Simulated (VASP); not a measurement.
# BN (P4_2/mnm) in VASP: further runs

Runs on BN. Level: PBE. Tasks: single point.

Everything below comes from runs of VASP 6.6.1. Logs are shortened: lines on timing, memory, paths and dates and some standing lists are left out, and cuts for length are marked.

### Step 1. The cell of the first run

Symmetry: P4_2/mnm, No. 136, tetragonal system. The conventional cell has a = 4.323 Å, b = 4.323 Å, c = 2.396 Å, α = 90.00°, β = 90.00°, γ = 90.00°. B (site symmetry m2m) has 4 N at 1.47 to 1.56 Å within 2.0 Å. N (site symmetry m2m) has 4 B at 1.47 to 1.56 Å within 2.0 Å.

### Step 2. Single point, PBE

Contents of INCAR:

```
ALGO = Normal
EDIFF = 1E-6
ENCUT = 520
GGA = PE
ISIF = 2
ISMEAR = 0
LASPH = True
LCHARG = True
LELF = True
LREAL = False
LVHAR = True
LWAVE = False
NBANDS = 26
NELM = 100
PREC = Accurate
SIGMA = 0.05
```

Contents of KPOINTS:

```
k-points
0
Gamma
  6 6 10
```

Contents of POSCAR:

```
BN
1.0
    4.3232000000      0.0000000000      0.0000000000
    0.0000000000      4.3232000000      0.0000000000
    0.0000000000      0.0000000000      2.3962000000
B N
4 4
Direct
    0.1742811368      0.8257188632      0.5000000000
    0.3257188632      0.3257188632      0.0000000000
    0.6742811368      0.6742811368      0.0000000000
    0.8257188632      0.1742811368      0.5000000000
    0.8126115048      0.8126115048      0.5000000000
    0.3126115048      0.6873884952      0.0000000000
    0.6873884952      0.3126115048      0.0000000000
    0.1873884952      0.1873884952      0.5000000000
```

Potentials or basis: VASP PAW PBE potentials, release 64 (B, N).

The run is started by

```sh
$ cat potpaw_PBE.64/B/POTCAR potpaw_PBE.64/N/POTCAR > POTCAR
$ mpirun -np 1 vasp_std > vasp.out
```

OUTCAR:

```text
EDIFF = 1E-6
   ENCUT = 520
   GGA = PE
   ISIF = 2
   ISMEAR = 0
   LASPH = True
   LREAL = False
   NELM = 100
   PREC = Accurate

 ion  position               nearest neighbor table
   1  0.174  0.826  0.500-   6 1.47   6 1.47   8 1.56   5 1.56   4 2.13
   2  0.326  0.326  0.000-   8 1.47   8 1.47   6 1.56   7 1.56   3 2.13
   3  0.674  0.674  0.000-   5 1.47   5 1.47   7 1.56   6 1.56   2 2.13
   4  0.826  0.174  0.500-   7 1.47   7 1.47   8 1.56   5 1.56   1 2.13
   5  0.813  0.813  0.500-   3 1.47   3 1.47   4 1.56   1 1.56
   6  0.313  0.687  0.000-   1 1.47   1 1.47   3 1.56   2 1.56
   7  0.687  0.313  0.000-   4 1.47   4 1.47   2 1.56   3 1.56
   8  0.187  0.187  0.500-   2 1.47   2 1.47   4 1.56   1 1.56

  LATTYP: Found a simple tetragonal cell.
 ALAT       =     4.3232000000
 C/A-ratio  =     0.5542653590

  Lattice vectors:

 A1 = (   4.3232000000,   0.0000000000,   0.0000000000)
 A2 = (   0.0000000000,   4.3232000000,   0.0000000000)
 A3 = (   0.0000000000,   0.0000000000,   2.3962000000)

Analysis of symmetry for initial positions (statically):
=====================================================================
 Subroutine PRICEL returns:
 Original cell was already a primitive cell.

 Routine SETGRP: Setting up the symmetry group for a
 simple tetragonal supercell.

 Subroutine GETGRP returns: Found 16 space group operations
 (whereof  8 operations were pure point group operations)
 out of a pool of 16 trial point group operations.

The static configuration has the point symmetry D_2h.
 The point group associated with its full space group is D_4h.

Analysis of symmetry for dynamics (positions and initial velocities):
=====================================================================
 Subroutine PRICEL returns:
 Original cell was already a primitive cell.

 Routine SETGRP: Setting up the symmetry group for a
 simple tetragonal supercell.

 Subroutine GETGRP returns: Found 16 space group operations
 (whereof  8 operations were pure point group operations)
 out of a pool of 16 trial point group operations.

The dynamic configuration has the point symmetry D_2h.
 The point group associated with its full space group is D_4h.

 Subroutine INISYM returns: Found 16 space group operations
 (whereof  8 operations are pure point group operations),
 and found     1 'primitive' translations

----------------------------------------------------------------------------------------

                                     Primitive cell

  volume of cell :      44.7851

  direct lattice vectors                    reciprocal lattice vectors
     4.323200000  0.000000000  0.000000000     0.231310141  0.000000000  0.000000000
     0.000000000  4.323200000  0.000000000     0.000000000  0.231310141  0.000000000
     0.000000000  0.000000000  2.396200000     0.000000000  0.000000000  0.417327435

  length of vectors
     4.323200000  4.323200000  2.396200000     0.231310141  0.231310141  0.417327435

  position of ions in fractional coordinates (direct lattice)
     0.174281137  0.825718863  0.500000000
     0.325718863  0.325718863  0.000000000
     0.674281137  0.674281137  0.000000000
     0.825718863  0.174281137  0.500000000
     0.812611505  0.812611505  0.500000000
     0.312611505  0.687388495  0.000000000
     0.687388495  0.312611505  0.000000000
     0.187388495  0.187388495  0.500000000

  ion indices of the primitive-cell ions
   primitive index   ion index
                 1           1
                 2           2
                 3           3
                 4           4
                 5           5
                 6           6
                 7           7
                 8           8

----------------------------------------------------------------------------------------

 KPOINTS: k-points

Automatic generation of k-mesh.
 Grid dimensions read from file:
 generate k-points for:    6    6   10

 Generating k-lattice:

  Cartesian coordinates                     Fractional coordinates (reciprocal lattice)
     0.038551690  0.000000000  0.000000000     0.166666667  0.000000000  0.000000000
     0.000000000  0.038551690  0.000000000     0.000000000  0.166666667  0.000000000
     0.000000000  0.000000000  0.041732744     0.000000000  0.000000000  0.100000000

  Length of vectors
     0.038551690  0.038551690  0.041732744

  Shift w.r.t. Gamma in fractional coordinates (k-lattice)
     0.000000000  0.000000000  0.000000000

 Subroutine IBZKPT returns following result:
 ===========================================

 Found     60 irreducible k-points:

 Following reciprocal coordinates:
            Coordinates               Weight
  0.000000  0.000000  0.000000      1.000000
  0.166667  0.000000  0.000000      4.000000
  0.333333  0.000000  0.000000      4.000000
  0.500000  0.000000  0.000000      2.000000
  0.166667  0.166667  0.000000      4.000000
  0.333333  0.166667  0.000000      8.000000
[... 16 lines left out ...]
  0.333333  0.000000  0.200000      8.000000
  0.500000  0.000000  0.200000      4.000000
 [... further k-points ...]
   k-points           NKPTS =     60   k-points in BZ     NKDIM =     60   number of bands    NBANDS=     26
   number of dos      NEDOS =    301   number of ions     NIONS =      8
   total plane-waves  NPLWV =  18432
   dimension x,y,z NGX =    32 NGY =   32 NGZ =   18
   dimension x,y,z NGXF=    64 NGYF=   64 NGZF=   36
   ions per type =               4   4
   NGX,Y,Z   is equivalent  to a cutoff of  12.31, 12.31, 12.49 a.u.
   NGXF,Y,Z  is equivalent  to a cutoff of  24.61, 24.61, 24.98 a.u.
 SYSTEM =  unknown system
   PREC   = accura    normal or accurate (medium, high low for compatibility)
   ISTART =      0    job   : 0-new  1-cont  2-samecut
   ICHARG =      2    charge: 1-file 2-atom 10-const
   ISPIN  =      1    spin polarized calculation?
   LNONCOLLINEAR =      F non collinear calculations
   LSORBIT =      F    spin-orbit coupling
   LASPH  =      T    aspherical Exc in radial PAW
   ENCUT  =  520.0 eV  38.22 Ry    6.18 a.u.   8.04  8.04  4.46*2*pi/ulx,y,z
   NELM   =    100;   NELMIN=  2; NELMDL= -5     # of ELM steps
   EDIFF  = 0.1E-05   stopping-criterion for ELM
   LREAL  =      F    real-space projection
   EDIFFG = 0.1E-04   stopping-criterion for IOM
   NSW    =      0    number of steps for IOM
   IBRION =     -1    ionic relax: 0-MD 1-quasi-New 2-CG
   NFREE  =      0    steps in history (QN), initial steepest desc. (CG)
   ISIF   =      2    stress and relaxation
   ISYM   =      2    0-nonsym 1-usesym 2-fastsym
   POTIM  = 0.5000    time-step for ionic-motion
   TEBEG  =    0.0;   TEEND  =   0.0 temperature during run
   PSTRESS=    0.0 pullay stress
   NELECT =      32.0000    total number of electrons
   NUPDOWN=      -1.0000    fix difference up-down
   EMIN   =  10.00;   EMAX   =-10.00  energy-range for DOS
   EFERMI =   0.00;   METHOD = LEGACY
   ISMEAR =     0;   SIGMA  =   0.05  broadening in eV -4-tet -1-fermi 0-gaus
   EFERMI_NEDOS =   21; number of points for ismear=-14 and -15
   IALGO  =     38    algorithm
   IMIX   =      4    mixing-type and parameters
     AMIX     =   0.40;   BMIX     =  1.00
     AMIX_MAG =   1.60;   BMIX_MAG =  1.00
  volume/ion in A,a.u.               =       5.60        37.78
  Fermi-wavevector in a.u.,A,eV,Ry     =   1.463570  2.765747 29.144196  2.142038
  Thomas-Fermi vector in A             =   2.579649
   LORBIT       =      0    0 simple, 1 ext, 2 COOP (PROOUT), +10 PAW based schemes
   GGA     = PE    functional components
   LHFCALC =     F    Hartree Fock is set to
   AEXX    =    0.0000 exact exchange contribution
   IVDW    =     0    specifies the selected vdW correction
   LEPSILON=     F    determine dielectric tensor
   LRPA    =     F    only Hartree local field effects (RPA)
 non-spin polarized calculation
 Gauss-broadening in eV      SIGMA  =   0.05
  energy-cutoff  :      520.00
  volume of cell :       44.79
 maximum number of plane-waves:      1232
   NGX = 17   NGY = 17   NGZ =  9

 number of electron      31.9999992 magnetization

 Free energy of the ion-electron system (eV)
  ---------------------------------------------------
  ext. energy  EPLUGINS =         0.00000000
  ---------------------------------------------------
  free energy    TOTEN  =       -68.09530278 eV

  energy without entropy =      -68.09530278  energy(sigma->0) =      -68.09530278

 E-fermi :   8.3078     XC(G=0): -12.9719

 val. band max:        7.9981573376   @ k =   0.0000   0.0000   0.0000
 cond. band min:      12.7848076421   @ k =   0.0000   0.0000   0.3000
 fundamental gap:      4.7866503045
 Fermi energy:         8.3077996947

 k-point     1 :       0.0000    0.0000    0.0000
  band No.  band energies     occupation
      1     -13.0962      2.00000
      2      -8.8323      2.00000
      3      -8.8323      2.00000
      4      -8.4974      2.00000
      5      -2.5838      2.00000
      6      -2.0896      2.00000
[... 18 lines left out ...]
     25      20.5114      0.00000
     26      22.3149      0.00000

 k-point     2 :       0.1667    0.0000    0.0000
  band No.  band energies     occupation
      1     -12.9445      2.00000
      2      -9.7174      2.00000
      3      -8.7328      2.00000
      4      -7.9709      2.00000
      5      -2.8095      2.00000
      6      -1.5965      2.00000
[... 18 lines left out ...]
     25      20.6771      0.00000
     26      21.8715      0.00000

 k-point     3 :       0.3333    0.0000    0.0000
  band No.  band energies     occupation
      1     -12.4949      2.00000
      2     -10.8082      2.00000
      3      -8.4575      2.00000
      4      -7.8371      2.00000
      5      -2.9447      2.00000
      6      -1.7052      2.00000
[... 572 lines left out ...]
 k-point    23 :       0.3333    0.0000    0.2000
  band No.  band energies     occupation
      1     -11.7869      2.00000
      2     -10.1552      2.00000
      3      -7.9253      2.00000
      4      -7.3992      2.00000
      5      -2.3800      2.00000
      6      -1.1744      2.00000
[... 18 lines left out ...]
     25      21.4126      0.00000
     26      22.4805      0.00000

 k-point    24 :       0.5000    0.0000    0.2000
  band No.  band energies     occupation
      1     -11.0803      2.00000
      2     -11.0803      2.00000
      3      -7.6105      2.00000
      4      -7.6105      2.00000
      5      -1.9673      2.00000
      6      -1.9673      2.00000
[... 18 lines left out ...]
     25      21.4350      0.00000
     26      21.4350      0.00000

 [... further k-points ...]
[... 5 lines left out ...]
  --------------------------------------------------------------------------------------
  -------------------------------------------------------------------------------------
  Total        9.1254595      9.1254595     22.7531702      0.0000000      0.0000000      0.0000000
  in kB      326.4612267    326.4612267    813.9894551      0.0000000      0.0000000      0.0000000
  external PRESSURE =     488.9706362 kB  Pullay stress =       0.0000000 kB

 VOLUME and BASIS-vectors are now :
 -----------------------------------------------------------------------------
  energy-cutoff  :      520.00
  volume of cell :       44.79
      direct lattice vectors                 reciprocal lattice vectors
     4.323200000  0.000000000  0.000000000     0.231310141  0.000000000  0.000000000
     0.000000000  4.323200000  0.000000000     0.000000000  0.231310141  0.000000000
     0.000000000  0.000000000  2.396200000     0.000000000  0.000000000  0.417327435

 POSITION                                       TOTAL-FORCE (eV/Angst)
 -----------------------------------------------------------------------------------
      0.75345      3.56975      1.19810        -0.294235      0.294235     -0.000000
      1.40815      1.40815      0.00000         0.294235      0.294235     -0.000000
      2.91505      2.91505      0.00000        -0.294235     -0.294235      0.000000
      3.56975      0.75345      1.19810         0.294235     -0.294235      0.000000
      3.51308      3.51308      1.19810         0.263353      0.263353     -0.000000
      1.35148      2.97172      0.00000         0.263353     -0.263353      0.000000
      2.97172      1.35148      0.00000        -0.263353      0.263353     -0.000000
      0.81012      0.81012      1.19810        -0.263353     -0.263353      0.000000
 -----------------------------------------------------------------------------------
    total drift:                                0.000000      0.000000     -0.000000

  FREE ENERGIE OF THE ION-ELECTRON SYSTEM (eV)
  ---------------------------------------------------
  free  energy   TOTEN  =       -68.0953027827 eV

  energy  without entropy=      -68.0953027827  energy(sigma->0) =      -68.09530278
```

It took 20 s on 1 thread of Intel Xeon 6975P-C (Granite Rapids), shared host; peak memory 0.17 GiB.

Results:

| Item | Value |
| --- | --- |
| Free energy | -68.0953 eV |
| Pressure | 48.9 GPa |
| Largest force | 0.416 eV/Å |
| Band gap on the k mesh | 4.79 eV, indirect (least direct gap 6.04 eV) |

Forces on the atoms (eV/Å):
```
B   -0.294  0.294  0.000
B    0.294  0.294  0.000
B   -0.294 -0.294  0.000
B    0.294 -0.294  0.000
N    0.263  0.263  0.000
N    0.263 -0.263  0.000
N   -0.263  0.263  0.000
N   -0.263 -0.263  0.000
```

Stress tensor (GPa, compression positive):
```
32.65  0.00  0.00
 0.00 32.65  0.00
 0.00  0.00 81.40
```

A k mesh can miss the band edges. PBE gaps usually lie below the measured ones, often by a third to a half.

### Step 3. Single point, PBE

This run uses another cell than the first one, of the same volume but with other edges.

Contents of INCAR:

```
SYSTEM = BN
  ALGO = Normal
  EDIFF = 1E-6
  ENCUT = 520
  GGA = PE
  ISIF = 2
  ISMEAR = 0
  LASPH = .True.
  LCHARG = .True.
  LELF = .True.
  LREAL = .False.
  LVHAR = .True.
  LWAVE = .False.
  NBANDS = 26
  NELM = 80
  PREC = Accurate
  SIGMA = 0.05
```

Contents of KPOINTS:

```
k-points
0
Gamma
  6 6 10
  0 0 0
```

Changes to POSCAR since step 2:

```diff
@@ -2,5 +2,5 @@
 1.0
-    4.3232000000      0.0000000000      0.0000000000
-    0.0000000000      4.3232000000      0.0000000000
-    0.0000000000      0.0000000000      2.3962000000
+    4.3895000000      0.0000000000      0.0000000000
+    0.0000000000      4.3895000000      0.0000000000
+    0.0000000000      0.0000000000      2.3198000000
 B N
```

Potentials or basis: VASP PAW PBE potentials, release 64 (B, N).

The run is started by

```sh
$ cat potpaw_PBE.64/B/POTCAR potpaw_PBE.64/N/POTCAR > POTCAR
$ mpirun -np 1 vasp_std > vasp.out
```

OUTCAR:

```text
SYSTEM = BN
   EDIFF = 1E-6
   ENCUT = 520
   GGA = PE
   ISIF = 2
   ISMEAR = 0
   LASPH = .True.
   LREAL = .False.
   NELM = 80
   PREC = Accurate

 ion  position               nearest neighbor table
   1  0.174  0.826  0.500-   6 1.44   6 1.44   8 1.59   5 1.59   4 2.16
   2  0.326  0.326  0.000-   8 1.44   8 1.44   6 1.59   7 1.59   3 2.16
   3  0.674  0.674  0.000-   5 1.44   5 1.44   7 1.59   6 1.59   2 2.16
   4  0.826  0.174  0.500-   7 1.44   7 1.44   8 1.59   5 1.59   1 2.16
   5  0.813  0.813  0.500-   3 1.44   3 1.44   4 1.59   1 1.59
   6  0.313  0.687  0.000-   1 1.44   1 1.44   3 1.59   2 1.59
   7  0.687  0.313  0.000-   4 1.44   4 1.44   2 1.59   3 1.59
   8  0.187  0.187  0.500-   2 1.44   2 1.44   4 1.59   1 1.59

  LATTYP: Found a simple tetragonal cell.
 ALAT       =     4.3895000000
 C/A-ratio  =     0.5284884383

  Lattice vectors:

 A1 = (   4.3895000000,   0.0000000000,   0.0000000000)
 A2 = (   0.0000000000,   4.3895000000,   0.0000000000)
 A3 = (   0.0000000000,   0.0000000000,   2.3198000000)

Analysis of symmetry for initial positions (statically):
=====================================================================
[... 190 lines left out ...]
 cond. band min:      12.7138448942   @ k =   0.0000   0.0000   0.3000
 fundamental gap:      4.5152657269
 Fermi energy:         8.4199216647

 k-point     1 :       0.0000    0.0000    0.0000
  band No.  band energies     occupation
      1     -13.1117      2.00000
      2      -9.1172      2.00000
      3      -9.1172      2.00000
      4      -8.5473      2.00000
      5      -3.0303      2.00000
      6      -2.1179      2.00000
[... 685 lines left out ...]
     25      22.3013      0.00000
     26      22.3013      0.00000

 [... further k-points ...]
[... 5 lines left out ...]
  --------------------------------------------------------------------------------------
  -------------------------------------------------------------------------------------
  Total        5.4927667      5.4927667     34.4955810     -0.0000000      0.0000000      0.0000000
  in kB      196.8888326    196.8888326   1236.4979348     -0.0000000      0.0000000      0.0000000
  external PRESSURE =     543.4252000 kB  Pullay stress =       0.0000000 kB

 VOLUME and BASIS-vectors are now :
 -----------------------------------------------------------------------------
  energy-cutoff  :      520.00
  volume of cell :       44.70
      direct lattice vectors                 reciprocal lattice vectors
     4.389500000  0.000000000  0.000000000     0.227816380  0.000000000  0.000000000
     0.000000000  4.389500000  0.000000000     0.000000000  0.227816380  0.000000000
     0.000000000  0.000000000  2.319800000     0.000000000  0.000000000  0.431071644

 POSITION                                       TOTAL-FORCE (eV/Angst)
 -----------------------------------------------------------------------------------
      0.76501      3.62449      1.15990        -0.575493      0.575493     -0.000000
      1.42974      1.42974      0.00000         0.575493      0.575493      0.000000
      2.95976      2.95976      0.00000        -0.575493     -0.575493     -0.000000
      3.62449      0.76501      1.15990         0.575493     -0.575493     -0.000000
      3.56696      3.56696      1.15990         0.748336      0.748336     -0.000000
      1.37221      3.01729      0.00000         0.748336     -0.748336     -0.000000
      3.01729      1.37221      0.00000        -0.748336      0.748336     -0.000000
      0.82254      0.82254      1.15990        -0.748336     -0.748336     -0.000000
 -----------------------------------------------------------------------------------
    total drift:                                0.000000      0.000000      0.000000

  FREE ENERGIE OF THE ION-ELECTRON SYSTEM (eV)
  ---------------------------------------------------
  free  energy   TOTEN  =       -67.3929170758 eV

  energy  without entropy=      -67.3929170758  energy(sigma->0) =      -67.39291708
```

OSZICAR:

```text
N       E                     dE             d eps       ncg     rms          rms(c)
DAV:   1     0.115657051781E+03    0.11566E+03   -0.17264E+04  3120   0.122E+03
DAV:   2    -0.662055384492E+02   -0.18186E+03   -0.17106E+03  4086   0.292E+02
DAV:   3    -0.726697068296E+02   -0.64642E+01   -0.64264E+01  4278   0.519E+01
DAV:   4    -0.727092220618E+02   -0.39515E-01   -0.39485E-01  3752   0.431E+00
DAV:   5    -0.727095903102E+02   -0.36825E-03   -0.36812E-03  4202   0.391E-01    0.153E+01
DAV:   6    -0.679591542813E+02    0.47504E+01   -0.93081E+00  3800   0.185E+01    0.728E+00
DAV:   7    -0.674738553680E+02    0.48530E+00   -0.98661E-01  3872   0.623E+00    0.428E+00
DAV:   8    -0.673952523180E+02    0.78603E-01   -0.19417E-01  3592   0.287E+00    0.426E-01
DAV:   9    -0.673922291813E+02    0.30231E-02   -0.11441E-02  3858   0.788E-01    0.242E-01
DAV:  10    -0.673928825272E+02   -0.65335E-03   -0.11119E-03  3756   0.219E-01    0.501E-02
DAV:  11    -0.673929073078E+02   -0.24781E-04   -0.15276E-04  3940   0.799E-02    0.214E-02
DAV:  12    -0.673929167907E+02   -0.94828E-05   -0.16616E-05  3744   0.300E-02    0.400E-03
DAV:  13    -0.673929170758E+02   -0.28516E-06   -0.56875E-07  2646   0.596E-03
   1 F= -.67392917E+02 E0= -.67392917E+02  d E =-.241670E-12
```

Run time: 25 s. Hardware: 1 thread of Intel Xeon 6975P-C (Granite Rapids), shared host; peak memory 0.18 GiB.

What came out:

- Free energy: -67.3929 eV
- Pressure: 54.3 GPa
- Largest force: 1.058 eV/Å
- Band gap on the k mesh: 4.52 eV, indirect (least direct gap 6.01 eV)

Forces in eV/Å, atoms in the order of the input:
```
B   -0.575  0.575  0.000
B    0.575  0.575  0.000
B   -0.575 -0.575  0.000
B    0.575 -0.575  0.000
N    0.748  0.748  0.000
N    0.748 -0.748  0.000
N   -0.748  0.748  0.000
N   -0.748 -0.748  0.000
```

Stress tensor (GPa, compression positive):
```
 19.69   0.00   0.00
  0.00  19.69   0.00
  0.00   0.00 123.65
```

Caveat: forces of over 1 eV/Å act on the atoms, so gaps and moduli don't describe the material at rest. PBE gaps usually lie below the measured ones, often by a third to a half.

(Continued in part 2 of 2.)
